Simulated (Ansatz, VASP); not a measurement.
**Two plane-wave programs on MgO**

INCAR

```
SYSTEM = MgO
PREC = Accurate ; ENCUT = 520
EDIFF = 1E-6 ; ISMEAR = 0
SIGMA = 0.05 ; LREAL = .False.
LASPH = .True. ; NELM = 80
ALGO = Normal ; ISIF = 2
LWAVE = .False. ; LCHARG = .False.
GGA = PE ; NBANDS = 11
```

File KPOINTS:

```
Automatic mesh
0
Gamma
  9 9 8
  0 0 0
```

File POSCAR:

```
MgO
1.0
    2.9380209034      0.0000000000      0.0000000000
   -1.4690104517      2.5952887540      0.0000000000
    0.0000000000      0.0000000000      2.6796800000
Mg O
1 1
Direct
    0.0000000000      0.0000000000      0.0000000000
    0.3333333333      0.6666666667      0.5000000000
```

Input for Ansatz:

```yaml
crystal:
  lattice:
    - [2.9380209034, 0.0, 0.0]
    - [-1.4690104517, 2.595288754, 0.0]
    - [0.0, 0.0, 2.67968]
  atoms:
    - { symbol: Mg, position: [0.0, 0.0, 0.0] }
    - { symbol: O, position: [0.3333333333, 0.6666666667, 0.5] }
basis:
  ecutwfc: 420
kpoints:
  mp_grid: { grid: [9, 9, 8] }
hamiltonian:
  xc: pbe
scf:
  occupations: { method: gaussian, width: 0.05 }
output:
  forces: true
  stress: true
  eigenvalues: true
```

Change from the starting cell: strain +0.0200 x Voigt [0, 1, 0, 0, 0, 0], atoms carried along.

Alike in both runs: task single point; functional PBE; k mesh 9 × 9 × 8; occupations gaussian, width 0.05 eV; no spin polarisation.

```csv
,VASP,Ansatz
version,VASP 6.6.1,Ansatz 0.2.0
potentials or method,"VASP PAW PBE potentials, release 64 (Mg, O), cutoff 520 eV","scalar-relativistic, plane waves, PAW"
valence electrons in the cell,8,16
```

|  | VASP | Ansatz | Ansatz less VASP |
| --- | --- | --- | --- |
| gap on the k mesh at the Fermi level (eV) | 2.80 | 2.82 | +0.021 |
| least direct gap on the mesh (eV) | 3.17 | 3.19 | +0.018 |
| pressure (GPa) | -3.0 | -2.4 | +0.62 |
| traceless stress, the component that is largest in VASP (GPa) | -3.77 | -3.77 | -0.008 |
| rms of the force components (eV/Å) | 0.006 | 0.006 | +0.0002 |

Atom by atom the forces differ by 0.000 eV/Å (rms over components). The functional is the same, so the differences come from potentials, cutoffs and numerics. VASP's potentials hold 8 valence electrons a cell and Ansatz's 16, so a difference there can come from the potentials and not from the codes.
